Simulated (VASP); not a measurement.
# Cu2O (Pn-3m) in VASP: single point with PBE

Aim: the single point of Cu2O with PBE.

Everything below comes from runs of VASP 6.6.1. Logs are shortened: lines on timing, memory, paths and dates and some standing lists are left out, and cuts for length are marked.

**Experimental background.**

“Importance of surface oxygen vacancies for ultrafast hot carrier relaxation and transport in Cu2O”, 2021, arxiv:2103.03167 quotes, for a bulk crystal of Cu2O: band gap 2.17 eV (direct).

How close the calculation comes is told below.

**1. The cell of the first run**

The structure is cubic, space group Pn-3m (No. 224). The conventional cell has a = 4.300 Å, b = 4.300 Å, c = 4.300 Å, α = 90.00°, β = 90.00°, γ = 90.00°. Within 2.5 Å of Cu (site symmetry -3m) lie 2 O at 1.86 Å. O (site symmetry -43m) has 4 Cu at 1.86 Å within 2.5 Å.

**2. Single point, PBE**

Contents of INCAR:

```
  PREC = Accurate
  ENCUT = 820
  EDIFF = 1E-6
  ISMEAR = 0
  SIGMA = 0.01
  LREAL = F
  LASPH = T
  NELM = 120
  ALGO = Normal
  ISIF = 2
  LWAVE = F
  LCHARG = F
  GGA = PE
  NBANDS = 53
  GGA_COMPAT = F
```

Contents of KPOINTS:

```
regular mesh
0
Gamma
  4 4 4
```

Contents of POSCAR:

```
Cu2O
1.0
    4.2997818511      0.0000000000      0.0000000000
    0.0000000000      4.2997818511      0.0000000000
    0.0000000000      0.0000000000      4.2997818511
Cu O
4 2
Direct
    0.2500000000      0.2500000000      0.2500000000
    0.2500000000      0.7500000000      0.7500000000
    0.7500000000      0.7500000000      0.2500000000
    0.7500000000      0.2500000000      0.7500000000
    0.0000000000      0.0000000000      0.0000000000
    0.5000000000      0.5000000000      0.5000000000
```

Potentials or basis: VASP PAW PBE potentials, release 64 (Cu_sv_GW, O).

Run with:

```
> cat potpaw_PBE.64/Cu_sv_GW/POTCAR potpaw_PBE.64/O/POTCAR > POTCAR
> mpirun -np 1 vasp_std > vasp.out
```

OUTCAR:

```text
PREC = Accurate
   ENCUT = 820
   EDIFF = 1E-6
   ISMEAR = 0
   LREAL = F
   LASPH = T
   NELM = 120
   ISIF = 2
   GGA = PE

 ion  position               nearest neighbor table
   1  0.250  0.250  0.250-   5 1.86   6 1.86
   2  0.250  0.750  0.750-   5 1.86   6 1.86
   3  0.750  0.750  0.250-   5 1.86   6 1.86
   4  0.750  0.250  0.750-   5 1.86   6 1.86
   5  0.000  0.000  0.000-   1 1.86   2 1.86   3 1.86   4 1.86
   6  0.500  0.500  0.500-   1 1.86   2 1.86   3 1.86   4 1.86

  LATTYP: Found a simple cubic cell.
 ALAT       =     4.2997818511

  Lattice vectors:

 A1 = (   4.2997818511,   0.0000000000,   0.0000000000)
 A2 = (   0.0000000000,   4.2997818511,   0.0000000000)
 A3 = (   0.0000000000,   0.0000000000,   4.2997818511)

Analysis of symmetry for initial positions (statically):
=====================================================================
 Subroutine PRICEL returns:
 Original cell was already a primitive cell.

 Routine SETGRP: Setting up the symmetry group for a
 simple cubic supercell.

 Subroutine GETGRP returns: Found 48 space group operations
 (whereof 24 operations were pure point group operations)
 out of a pool of 48 trial point group operations.

The static configuration has the point symmetry T_d .
 The point group associated with its full space group is O_h .

Analysis of symmetry for dynamics (positions and initial velocities):
=====================================================================
 Subroutine PRICEL returns:
 Original cell was already a primitive cell.

 Routine SETGRP: Setting up the symmetry group for a
 simple cubic supercell.

 Subroutine GETGRP returns: Found 48 space group operations
 (whereof 24 operations were pure point group operations)
 out of a pool of 48 trial point group operations.

The dynamic configuration has the point symmetry T_d .
 The point group associated with its full space group is O_h .

 Subroutine INISYM returns: Found 48 space group operations
 (whereof 24 operations are pure point group operations),
 and found     1 'primitive' translations

----------------------------------------------------------------------------------------

                                     Primitive cell

  volume of cell :      79.4949

  direct lattice vectors                    reciprocal lattice vectors
     4.299781851  0.000000000  0.000000000     0.232569938  0.000000000  0.000000000
     0.000000000  4.299781851  0.000000000     0.000000000  0.232569938  0.000000000
     0.000000000  0.000000000  4.299781851     0.000000000  0.000000000  0.232569938

  length of vectors
     4.299781851  4.299781851  4.299781851     0.232569938  0.232569938  0.232569938

  position of ions in fractional coordinates (direct lattice)
     0.250000000  0.250000000  0.250000000
     0.250000000  0.750000000  0.750000000
     0.750000000  0.750000000  0.250000000
     0.750000000  0.250000000  0.750000000
     0.000000000  0.000000000  0.000000000
     0.500000000  0.500000000  0.500000000

  ion indices of the primitive-cell ions
   primitive index   ion index
                 1           1
                 2           2
                 3           3
                 4           4
                 5           5
                 6           6

----------------------------------------------------------------------------------------

 KPOINTS: regular mesh

Automatic generation of k-mesh.
 Grid dimensions read from file:
 generate k-points for:    4    4    4

 Generating k-lattice:

  Cartesian coordinates                     Fractional coordinates (reciprocal lattice)
     0.058142485  0.000000000  0.000000000     0.250000000  0.000000000  0.000000000
     0.000000000  0.058142485  0.000000000     0.000000000  0.250000000  0.000000000
     0.000000000  0.000000000  0.058142485     0.000000000  0.000000000  0.250000000

  Length of vectors
     0.058142485  0.058142485  0.058142485

  Shift w.r.t. Gamma in fractional coordinates (k-lattice)
     0.000000000  0.000000000  0.000000000

 Subroutine IBZKPT returns following result:
 ===========================================

 Found     10 irreducible k-points:

 Following reciprocal coordinates:
            Coordinates               Weight
  0.000000  0.000000  0.000000      1.000000
  0.250000  0.000000  0.000000      6.000000
  0.500000  0.000000  0.000000      3.000000
  0.250000  0.250000  0.000000     12.000000
  0.500000  0.250000  0.000000     12.000000
  0.500000  0.500000  0.000000      3.000000
  0.250000  0.250000  0.250000      8.000000
  0.500000  0.250000  0.250000     12.000000
  0.500000  0.500000  0.250000      6.000000
  0.500000  0.500000  0.500000      1.000000
   k-points           NKPTS =     10   k-points in BZ     NKDIM =     10   number of bands    NBANDS=     53
   number of dos      NEDOS =    301   number of ions     NIONS =      6
   total plane-waves  NPLWV =  64000
   dimension x,y,z NGX =    40 NGY =   40 NGZ =   40
   dimension x,y,z NGXF=    80 NGYF=   80 NGZF=   80
   ions per type =               4   2
   NGX,Y,Z   is equivalent  to a cutoff of  15.47, 15.47, 15.47 a.u.
   NGXF,Y,Z  is equivalent  to a cutoff of  30.93, 30.93, 30.93 a.u.
 SYSTEM =  unknown system
   PREC   = accura    normal or accurate (medium, high low for compatibility)
   ISTART =      0    job   : 0-new  1-cont  2-samecut
   ICHARG =      2    charge: 1-file 2-atom 10-const
   ISPIN  =      1    spin polarized calculation?
   LNONCOLLINEAR =      F non collinear calculations
   LSORBIT =      F    spin-orbit coupling
   LASPH  =      T    aspherical Exc in radial PAW
   ENCUT  =  820.0 eV  60.27 Ry    7.76 a.u.  10.04 10.04 10.04*2*pi/ulx,y,z
   NELM   =    120;   NELMIN=  2; NELMDL= -5     # of ELM steps
   EDIFF  = 0.1E-05   stopping-criterion for ELM
   LREAL  =      F    real-space projection
[... 7 lines left out ...]
   TEBEG  =    0.0;   TEEND  =   0.0 temperature during run
   PSTRESS=    0.0 pullay stress
   NELECT =      88.0000    total number of electrons
   NUPDOWN=      -1.0000    fix difference up-down
   EMIN   =  10.00;   EMAX   =-10.00  energy-range for DOS
   EFERMI =   0.00;   METHOD = LEGACY
   ISMEAR =     0;   SIGMA  =   0.01  broadening in eV -4-tet -1-fermi 0-gaus
   EFERMI_NEDOS =   21; number of points for ismear=-14 and -15
   IALGO  =     38    algorithm
   IMIX   =      4    mixing-type and parameters
     AMIX     =   0.40;   BMIX     =  1.00
     AMIX_MAG =   1.60;   BMIX_MAG =  1.00
  volume/ion in A,a.u.               =      13.25        89.41
  Fermi-wavevector in a.u.,A,eV,Ry     =   1.693516  3.200281 39.021460  2.867996
  Thomas-Fermi vector in A             =   2.774908
   LORBIT       =      0    0 simple, 1 ext, 2 COOP (PROOUT), +10 PAW based schemes
   GGA     = PE    functional components
   LHFCALC =     F    Hartree Fock is set to
   AEXX    =    0.0000 exact exchange contribution
   IVDW    =     0    specifies the selected vdW correction
   LEPSILON=     F    determine dielectric tensor
   LRPA    =     F    only Hartree local field effects (RPA)
 non-spin polarized calculation
 Gauss-broadening in eV      SIGMA  =   0.01
  energy-cutoff  :      820.00
  volume of cell :       79.49
 maximum number of plane-waves:      4272
   NGX = 21   NGY = 21   NGZ = 21

 number of electron      88.0000046 magnetization

 Free energy of the ion-electron system (eV)
  ---------------------------------------------------
  ext. energy  EPLUGINS =         0.00000000
  ---------------------------------------------------
  free energy    TOTEN  =       -27.55420244 eV

  energy without entropy =      -27.55420244  energy(sigma->0) =      -27.55420244

 E-fermi :   4.7889     XC(G=0): -11.2735

 val. band max:        4.4855165964   @ k =   0.0000   0.0000   0.0000
 cond. band min:       4.9641509537   @ k =   0.0000   0.0000   0.0000
 fundamental gap:      0.4786343573
 Fermi energy:         4.7889426724

 k-point     1 :       0.0000    0.0000    0.0000
  band No.  band energies     occupation
      1    -107.5052      2.00000
      2    -107.5036      2.00000
      3    -107.5036      2.00000
      4    -107.5036      2.00000
      5     -65.0468      2.00000
      6     -65.0346      2.00000
[... 45 lines left out ...]
     52      13.6745      0.00000
     53      13.6886      0.00000

 k-point     2 :       0.2500    0.0000    0.0000
  band No.  band energies     occupation
      1    -107.5048      2.00000
      2    -107.5041      2.00000
      3    -107.5039      2.00000
      4    -107.5039      2.00000
      5     -65.0454      2.00000
      6     -65.0365      2.00000
[... 45 lines left out ...]
     52      12.6948      0.00000
     53      12.6948      0.00000

 k-point     3 :       0.5000    0.0000    0.0000
  band No.  band energies     occupation
      1    -107.5046      2.00000
      2    -107.5046      2.00000
      3    -107.5038      2.00000
      4    -107.5038      2.00000
      5     -65.0409      2.00000
      6     -65.0409      2.00000
[... 45 lines left out ...]
     52      12.0905      0.00000
     53      13.6189      0.00000

 k-point     4 :       0.2500    0.2500    0.0000
  band No.  band energies     occupation
      1    -107.5047      2.00000
      2    -107.5042      2.00000
      3    -107.5041      2.00000
      4    -107.5040      2.00000
      5     -65.0442      2.00000
      6     -65.0380      2.00000
[... 45 lines left out ...]
     52      13.0476      0.00000
     53      13.9785      0.00000

 k-point     5 :       0.5000    0.2500    0.0000
  band No.  band energies     occupation
      1    -107.5043      2.00000
      2    -107.5043      2.00000
      3    -107.5040      2.00000
      4    -107.5040      2.00000
      5     -65.0410      2.00000
      6     -65.0410      2.00000
[... 45 lines left out ...]
     52      11.8503      0.00000
     53      15.7404      0.00000

 k-point     6 :       0.5000    0.5000    0.0000
  band No.  band energies     occupation
      1    -107.5043      2.00000
      2    -107.5043      2.00000
      3    -107.5042      2.00000
      4    -107.5042      2.00000
      5     -65.0412      2.00000
      6     -65.0412      2.00000
[... 45 lines left out ...]
     52      12.7185      0.00000
     53      15.1512      0.00000

 k-point     7 :       0.2500    0.2500    0.2500
  band No.  band energies     occupation
      1    -107.5047      2.00000
      2    -107.5041      2.00000
      3    -107.5041      2.00000
      4    -107.5041      2.00000
      5     -65.0443      2.00000
      6     -65.0379      2.00000
[... 45 lines left out ...]
     52      14.0249      0.00000
     53      14.9777      0.00000

 k-point     8 :       0.5000    0.2500    0.2500
  band No.  band energies     occupation
      1    -107.5044      2.00000
      2    -107.5044      2.00000
      3    -107.5041      2.00000
      4    -107.5040      2.00000
      5     -65.0444      2.00000
      6     -65.0378      2.00000
[... 45 lines left out ...]
     52      14.3969      0.00000
     53      14.8330      0.00000

 k-point     9 :       0.5000    0.5000    0.2500
  band No.  band energies     occupation
      1    -107.5043      2.00000
      2    -107.5042      2.00000
      3    -107.5042      2.00000
      4    -107.5042      2.00000
      5     -65.0458      2.00000
      6     -65.0366      2.00000
[... 45 lines left out ...]
     52      13.2541      0.00000
     53      15.9409      0.00000

 k-point    10 :       0.5000    0.5000    0.5000
  band No.  band energies     occupation
      1    -107.5044      2.00000
      2    -107.5043      2.00000
      3    -107.5043      2.00000
      4    -107.5043      2.00000
      5     -65.0478      2.00000
      6     -65.0348      2.00000
[... 45 lines left out ...]
     52      11.8694      0.00000
     53      18.2089      0.00000

------------------------ aborting loop because EDIFF is reached ----------------------------------------

  FORCE on cell =-STRESS in cart. coord.  units (eV):
  Direction    XX          YY          ZZ          XY          YZ          ZX
  --------------------------------------------------------------------------------------
  -------------------------------------------------------------------------------------
  Total       -0.3830101     -0.3830101     -0.3830101     -0.0000000      0.0000000     -0.0000000
  in kB       -7.7193648     -7.7193648     -7.7193648     -0.0000000      0.0000000     -0.0000000
  external PRESSURE =      -7.7193648 kB  Pullay stress =       0.0000000 kB

 VOLUME and BASIS-vectors are now :
 -----------------------------------------------------------------------------
  energy-cutoff  :      820.00
  volume of cell :       79.49
      direct lattice vectors                 reciprocal lattice vectors
     4.299781851  0.000000000  0.000000000     0.232569938  0.000000000  0.000000000
     0.000000000  4.299781851  0.000000000     0.000000000  0.232569938  0.000000000
     0.000000000  0.000000000  4.299781851     0.000000000  0.000000000  0.232569938

 POSITION                                       TOTAL-FORCE (eV/Angst)
 -----------------------------------------------------------------------------------
      1.07495      1.07495      1.07495        -0.000000     -0.000000     -0.000000
      1.07495      3.22484      3.22484         0.000000      0.000000      0.000000
      3.22484      3.22484      1.07495         0.000000      0.000000      0.000000
      3.22484      1.07495      3.22484        -0.000000     -0.000000     -0.000000
      0.00000      0.00000      0.00000         0.000000     -0.000000     -0.000000
      2.14989      2.14989      2.14989         0.000000     -0.000000     -0.000000
 -----------------------------------------------------------------------------------
    total drift:                                0.000000      0.000000     -0.000000

  FREE ENERGIE OF THE ION-ELECTRON SYSTEM (eV)
  ---------------------------------------------------
  free  energy   TOTEN  =       -27.5542024442 eV

  energy  without entropy=      -27.5542024442  energy(sigma->0) =      -27.55420244
```

Wall time 1.9 min (1 thread of Intel Xeon Platinum 8259CL at 2.50GHz (Skylake/Cascade Lake), shared host); peak memory 0.28 GiB.

What came out:

```
Free energy            : -27.5542 eV
Pressure               : -0.8 GPa
Band gap on the k mesh : 0.48 eV
```

Caveat: semilocal functionals underestimate gaps, and a narrow one can read as zero.

**3. Against experiment**

Step 2. Measured gap of Cu2O: 2.17 eV (direct; quoted in “Importance of surface oxygen vacancies for ultrafast hot carrier relaxation and transport in Cu2O”, 2021, arxiv:2103.03167). This calculation gives 0.48 eV (-1.69 eV). So large a miss can be the level of theory's own, or it may mean another phase, state or a wrong row. The value is that of PBE, without temperature or zero-point motion. Semilocal functionals fall short of measured gaps as a rule.
